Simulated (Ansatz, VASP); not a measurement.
Two plane-wave programs on Al2O3

The input POSCAR:

```
Al2O3
1.0
    2.7760839405      0.0000000000      0.0000000000
   -1.3880419702      2.4041592155      0.0000000000
    0.0000000000      0.0000000000      8.1806068824
Al O
2 3
Direct
    0.0000000000      0.0000000000      0.2779510000
    0.0000000000      0.0000000000      0.7220490000
    0.3333333333      0.6666666667      0.1994540000
    0.6666666667      0.3333333333      0.8005460000
    0.0000000000      0.0000000000      0.5000000000
```

INCAR.step1

```
SYSTEM = Al2O3
ALGO     = Normal         ! electronic algorithm
EDIFF    = 1E-4           ! SCF threshold, eV
ENCUT    = 520            ! plane-wave cutoff, eV
GGA      = PE             ! functional
ISMEAR   = 0              ! smearing method
LASPH    = .TRUE.         ! aspherical terms in the spheres
LCHARG   = .FALSE.        ! write CHGCAR
LREAL    = .FALSE.        ! projectors in reciprocal space
LWAVE    = .TRUE.         ! write WAVECAR
NBANDS   = 20             ! bands
NELM     = 80             ! most SCF steps
PREC     = Accurate       ! precision mode
SIGMA    = 0.05           ! smearing width, eV
```

File INCAR.step2:

```
SYSTEM = Al2O3
ALGO     = Normal         ! electronic algorithm
EDIFF    = 1E-7           ! SCF threshold, eV
ENCUT    = 520            ! plane-wave cutoff, eV
ISIF     = 2              ! what is computed and relaxed
ISMEAR   = 0              ! smearing method
ISTART   = 1            
LASPH    = .TRUE.         ! aspherical terms in the spheres
LCHARG   = .FALSE.        ! write CHGCAR
LMIXTAU  = .TRUE.       
LREAL    = .FALSE.        ! projectors in reciprocal space
LWAVE    = .FALSE.        ! write WAVECAR
METAGGA  = R2SCAN         ! meta-GGA
NBANDS   = 20             ! bands
NELM     = 80             ! most SCF steps
PREC     = Accurate       ! precision mode
SIGMA    = 0.05           ! smearing width, eV
```

The input KPOINTS:

```
k-points
0
G
  12 12 4
  0 0 0
```

Input for Ansatz:

```yaml
crystal:
  lattice:
    - [2.7760839405, 0.0, 0.0]
    - [-1.3880419702, 2.4041592155, 0.0]
    - [0.0, 0.0, 8.1806068824]
  atoms:
    - { symbol: Al, position: [0.0, 0.0, 0.277951] }
    - { symbol: Al, position: [0.0, 0.0, 0.722049] }
    - { symbol: O, position: [0.3333333333, 0.6666666667, 0.199454] }
    - { symbol: O, position: [0.6666666667, 0.3333333333, 0.800546] }
    - { symbol: O, position: [0.0, 0.0, 0.5] }
basis:
  ecutwfc: 500
kpoints:
  mp_grid: { grid: [12, 12, 4] }
hamiltonian:
  xc: r2scan
scf:
  occupations: { method: gaussian, width: 0.05 }
output:
  forces: true
  stress: true
  eigenvalues: true
```

Change from the starting cell: strain -0.080 along x and y, +0.080 along z, atoms carried along.

Alike in both runs: task single point; functional r2SCAN; k mesh 12 × 12 × 4; occupations gaussian, width 0.05 eV; no spin polarisation.

```csv
,VASP,Ansatz
version,VASP 6.6.1,Ansatz 0.2.0
potentials or method,"VASP PAW PBE potentials, release 64 (Al, O), cutoff 520 eV","scalar-relativistic, plane waves, PAW"
valence electrons in the cell,24,24
```

|  | VASP | Ansatz | Ansatz less VASP |
| --- | --- | --- | --- |
| gap on the k mesh at the Fermi level (eV) | 1.51 | 1.49 | -0.028 |
| least direct gap on the mesh (eV) | 1.51 | 1.49 | -0.028 |
| pressure (GPa) | 13.6 | 13.4 | -0.14 |
| traceless stress, the component that is largest in VASP (GPa) | -53.14 | -52.84 | +0.297 |
| rms of the force components (eV/Å) | 1.687 | 1.700 | +0.0131 |

VASP's potentials were made for PBE, not for r2SCAN. Atom by atom the forces differ by 0.014 eV/Å (rms over components). With one functional, cell and mesh, what is left measures potentials, basis and numerics.
